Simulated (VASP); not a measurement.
Write the native input for VASP 6.6.1 that does the following.

| Item | Value |
| --- | --- |
| Task | single point |
| Functional | PBEsol |
| Potentials or basis | VASP PAW PBE potentials, release 64 (Mg, O) |
| Cutoff | 600 eV |
| k mesh | 12 × 12 × 12 |
| Occupations | gaussian, width 0.01 eV |
| Spin | no spin polarisation |
| Dipole correction | no |
| Further INCAR settings | ALGO = Normal; EDIFF = 1e-06; NBANDS = 11 |

The structure of MgO (CsCl type) lies in POSCAR:

```
MgO
1.0
    2.1276347480      0.0000000000      0.0000000000
    0.0000000000      2.1276347480      0.0000000000
    0.0000000000      0.0000000000      2.1276347480
Mg O
1 1
Direct
    0.0000000000      0.0000000000      0.0000000000
    0.5000000000      0.5000000000      0.5000000000
```

This cell differs from its parent crystal: volume scaled by 1.04.

These files were run (other wordings do the same):

INCAR

```
SYSTEM = MgO
ALGO = Normal
EDIFF = 1E-6
ENCUT = 600
GGA = PS
GGA_COMPAT = .False.
ISIF = 2
ISMEAR = 0
LASPH = .True.
LCHARG = .False.
LREAL = .False.
LWAVE = .False.
NBANDS = 11
NELM = 120
PREC = Accurate
SIGMA = 0.01
```

KPOINTS

```
k-points
0
Gamma
  12 12 12
  0 0 0
```

Potentials or basis: VASP PAW PBE potentials, release 64 (Mg, O).

The run is started by

```sh
$ cat potpaw_PBE.64/Mg/POTCAR potpaw_PBE.64/O/POTCAR > POTCAR
$ mpirun -np 1 vasp_std > vasp.out
```

It gave:

```json
{"Pressure": "355.8 GPa", "Band gap on the k mesh": "7.10 eV, direct"}
```

Caveat: the PAW data sets were made with another functional, which shifts forces and pressure a little.

Run time: 6.4 s on 1 thread of Intel(R) Xeon(R) 6975P-C (Granite Rapids), with other jobs on the host, peak memory 0.12 GiB.
